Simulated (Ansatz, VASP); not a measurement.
Cd2HgS3 in VASP and in Ansatz

File INCAR:

```
  PREC = Accurate
  ENCUT = 520
  EDIFF = 1E-6
  ISMEAR = 0
  SIGMA = 0.1
  LREAL = F
  LASPH = T
  NELM = 80
  ALGO = Normal
  ISIF = 2
  LWAVE = F
  LCHARG = F
  GGA = PE
  NBANDS = 66
```

KPOINTS

```
Automatic mesh
0
Gamma
  6 6 1
```

File POSCAR:

```
Cd2HgS3
1.0
    4.1048498500      0.0000000000      0.0000000000
   -2.0524249300      3.5549042500      0.0000000000
    0.0000000000      0.0000000000     19.9911131800
Cd Hg S
4 2 6
Direct
    0.3333333300      0.6666666700      0.0000000000
    0.3333333300      0.6666666700      0.3333333300
    0.6666666700      0.3333333300      0.1666666700
    0.6666666700      0.3333333300      0.5000000000
    0.3333333300      0.6666666700      0.6666666700
    0.6666666700      0.3333333300      0.8333333300
    0.3333333300      0.6666666700      0.1250000000
    0.3333333300      0.6666666700      0.4583333300
    0.3333333300      0.6666666700      0.7916666700
    0.6666666700      0.3333333300      0.2916666700
    0.6666666700      0.3333333300      0.6250000000
    0.6666666700      0.3333333300      0.9583333300
```

Input for Ansatz:

```yaml
crystal:
  lattice:
    - [4.10484985, 0.0, 0.0]
    - [-2.05242493, 3.55490425, 0.0]
    - [0.0, 0.0, 19.99111318]
  atoms:
    - { symbol: Cd, position: [0.33333333, 0.66666667, 0.0] }
    - { symbol: Cd, position: [0.33333333, 0.66666667, 0.33333333] }
    - { symbol: Cd, position: [0.66666667, 0.33333333, 0.16666667] }
    - { symbol: Cd, position: [0.66666667, 0.33333333, 0.5] }
    - { symbol: Hg, position: [0.33333333, 0.66666667, 0.66666667] }
    - { symbol: Hg, position: [0.66666667, 0.33333333, 0.83333333] }
    - { symbol: S, position: [0.33333333, 0.66666667, 0.125] }
    - { symbol: S, position: [0.33333333, 0.66666667, 0.45833333] }
    - { symbol: S, position: [0.33333333, 0.66666667, 0.79166667] }
    - { symbol: S, position: [0.66666667, 0.33333333, 0.29166667] }
    - { symbol: S, position: [0.66666667, 0.33333333, 0.625] }
    - { symbol: S, position: [0.66666667, 0.33333333, 0.95833333] }
basis:
  ecutwfc: 420
kpoints:
  mp_grid: { grid: [6, 6, 1] }
hamiltonian:
  xc: pbe
scf:
  occupations: { method: gaussian, width: 0.1 }
  lower_state_search: "off"
output:
  forces: true
  stress: true
  eigenvalues: true
```

Alike in both runs: task single point; functional PBE; k mesh 6 × 6 × 1; occupations gaussian, width 0.1 eV; no spin polarisation.

```csv
,VASP,Ansatz
version,VASP 6.6.1,Ansatz 0.2.0
potentials or method,"VASP PAW PBE potentials, release 64 (Cd, Hg, S), cutoff 520 eV","scalar-relativistic, plane waves, PAW"
valence electrons in the cell,108,156
```

Ansatz gave:

```
gap on the k mesh at the Fermi level (eV)                     : 0.44
least direct gap on the mesh (eV)                             : 0.44
pressure (GPa)                                                : 5.0
traceless stress, the component that is largest in VASP (GPa) : 0.54
rms of the force components (eV/Å)                            : 0.062
```

Problem. What did VASP give for the same quantities?

Solution. gap on the k mesh at the Fermi level (eV): 0.45; least direct gap on the mesh (eV): 0.45; pressure (GPa): 5.4; traceless stress, the component that is largest in VASP (GPa): 0.56; rms of the force components (eV/Å): 0.063.

Atom by atom the forces differ by 0.001 eV/Å (rms over components). VASP's potentials hold 108 valence electrons a cell and Ansatz's 156, so a difference there can come from the potentials and not from the codes.

Neither program's run includes spin-orbit coupling.
